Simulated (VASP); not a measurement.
Input of a VASP 6.6.1 run:

The input INCAR:

```
PREC = Accurate
ENCUT = 520
EDIFF = 1E-6
ISMEAR = 0
SIGMA = 0.05
LREAL = False
LASPH = True
NELM = 60
ALGO = Normal
ISIF = 2
LWAVE = False
LCHARG = False
GGA = PS
NBANDS = 15
```

The input KPOINTS:

```
regular mesh
0
Gamma
  6 6 6
```

The input POSCAR:

```
KBr
1.0
    4.0434990000      0.0000000000      0.0000000000
    0.0000000000      4.0434990000      0.0252718688
    0.0000000000      0.0252718688      4.0434990000
K Br
1 1
Direct
    0.0000000000      0.0000000000      0.0000000000
    0.5000000000      0.5000000000      0.5000000000
```

Potentials or basis: VASP PAW PBE potentials, release 64 (K_sv, Br).

Launch:

```bash
$ cat potpaw_PBE.64/K_sv/POTCAR potpaw_PBE.64/Br/POTCAR > POTCAR
$ mpirun -np 1 vasp_std > vasp.out
```

Q: What does it give for the pressure?

A: -1.2 GPa.

Q: Predict the band gap on the k mesh.

A: 3.70 eV (least direct gap 3.96 eV).

Caveat: the cell differs from its parent crystal (strain +0.0125 x Voigt [0, 0, 0, 1, 0, 0]); the PAW data sets were made with another functional, which shifts forces and pressure a little. A k mesh can miss the band edges.
